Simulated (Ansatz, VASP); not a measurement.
## MoN2 in VASP and in Ansatz

```
CELL_PARAMETERS angstrom
4.52756 0.00000 0.00000
0.00000 4.04574 0.00000
0.00000 0.00000 2.72843
ATOMIC_POSITIONS crystal
Mo 0.50000 0.50000 0.00000
Mo 0.00000 0.00000 0.00000
N 0.88730 0.38730 0.50000
N 0.11270 0.61270 0.50000
N 0.38730 0.11270 0.50000
N 0.61270 0.88730 0.50000
```

Change from the starting cell: strain +0.0562 x Voigt [1, -1, 0, 0, 0, 0], atoms carried along.

Alike in both runs: task single point; functional PBEsol; k mesh 12 × 12 × 18; occupations gaussian, width 0.15 eV; no spin polarisation.

```csv
,VASP,Ansatz
version,VASP 6.6.1,Ansatz 0.2.0
potentials or method,"VASP PAW PBE potentials, release 64 (Mo_sv, N), cutoff 520 eV","scalar-relativistic, plane waves, PAW"
valence electrons in the cell,48,48
```

Ansatz gave:

| Quantity | Value |
| --- | --- |
| gap on the k mesh at the Fermi level (eV) | none |
| pressure (GPa) | 4.5 |
| traceless stress, the component that is largest in VASP (GPa) | 32.45 |
| rms of the force components (eV/Å) | 0.258 |

Question: Estimate VASP's values.

Answer: gap on the k mesh at the Fermi level (eV): none; pressure (GPa): 5.2; traceless stress, the component that is largest in VASP (GPa): 32.68; rms of the force components (eV/Å): 0.246.

VASP's potentials were made for PBE, not for PBEsol. Atom by atom the forces differ by 0.059 eV/Å (rms over components). A gap of «none» marks a metal or a gap that the smearing closes. The functional is the same, so the differences come from potentials, cutoffs and numerics.
